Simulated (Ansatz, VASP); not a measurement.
NaF: VASP beside Ansatz

```
Na F
1.0
     0.00000    3.17454    5.74238
     1.65019    0.00000    5.74238
     1.65019    3.17454    0.00000
Na F
2 2
Direct
  0.18351 0.18351 0.81649
  0.43350 0.43350 0.06649
  0.81649 0.81649 0.18351
  0.06649 0.06649 0.43350
```

Alike in both runs: task single point; functional PBE; k mesh 8 × 8 × 8; occupations gaussian, width 0.02 eV; no spin polarisation.

```csv
,VASP,Ansatz
version,VASP 6.6.1,Ansatz 0.2.0
potentials or method,"VASP PAW PBE potentials, release 64 (Na_pv, F), cutoff 600 eV","scalar-relativistic, plane waves, PAW"
valence electrons in the cell,28,32
```

|  | VASP | Ansatz | Ansatz less VASP |
| --- | --- | --- | --- |
| gap on the k mesh at the Fermi level (eV) | 5.37 | 5.38 | +0.011 |
| least direct gap on the mesh (eV) | 5.37 | 5.38 | +0.011 |

With one functional, cell and mesh, what is left measures potentials, basis and numerics. VASP's potentials hold 28 valence electrons a cell and Ansatz's 32, so a difference there can come from the potentials and not from the codes.
